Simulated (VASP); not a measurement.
Crystal: BN.

```
B N
1.0
     7.46503    0.00000    0.00000
    -3.73252    6.46491    0.00000
     0.00000    0.00000    6.49548
B N
18 18
Direct
  0.11120 0.22214 0.25000
  0.22214 0.11120 0.75000
  0.11120 0.55547 0.25000
  0.22214 0.44453 0.75000
  0.11120 0.88880 0.25000
  0.22214 0.77786 0.75000
  0.44453 0.22214 0.25000
  0.55547 0.11120 0.75000
  0.44453 0.55547 0.25000
  0.55547 0.44453 0.75000
  0.44453 0.88880 0.25000
  0.55547 0.77786 0.75000
  0.77786 0.22214 0.25000
  0.88880 0.11120 0.75000
  0.77786 0.55547 0.25000
  0.88880 0.44453 0.75000
  0.77786 0.88880 0.25000
  0.88880 0.77786 0.75000
  0.11141 0.22193 0.75000
  0.22193 0.11141 0.25000
  0.11141 0.55526 0.75000
  0.22193 0.44474 0.25000
  0.11141 0.88859 0.75000
  0.22193 0.77807 0.25000
  0.44474 0.22193 0.75000
  0.55526 0.11141 0.25000
  0.44474 0.55526 0.75000
  0.55526 0.44474 0.25000
  0.44474 0.88859 0.75000
  0.55526 0.77807 0.25000
  0.77807 0.22193 0.75000
  0.88859 0.11141 0.25000
  0.77807 0.55526 0.75000
  0.88859 0.44474 0.25000
  0.77807 0.88859 0.75000
  0.88859 0.77807 0.25000
```

Base run:

- Program: VASP 6.6.1
- Functional: PBE
- Potentials or basis: VASP PAW PBE potentials, release 64 (B, N)
- Cutoff: 520 eV
- k mesh: 2 × 2 × 2, shifted
- Occupations: fermi-dirac, width 0.01 eV
- Spin: no spin polarisation

Its results: band gap on the k mesh 4.62 eV; pressure 8.6 GPa; largest force 0.217 eV/Å.

Problem. The run is repeated on the same cell with these changes: cutoff from 520 eV to 600 eV; k mesh from 2 × 2 × 2, shifted to 1 × 1 × 1, through Γ. What comes out?

Solution. Band gap on the k mesh 4.97 eV; pressure 9.1 GPa; largest force 0.221 eV/Å.

Caveats: some runs use coarse meshes; this functional lacks dispersion, which binds the layers, so the pressure and a relaxed spacing across them are unreliable; the cell stands under pressure (at least some runs); a shifted mesh leaves out Γ, where band edges can lie (at least some runs); an odd mesh through Γ misses points on the zone boundary, where band edges can lie (at least some runs).
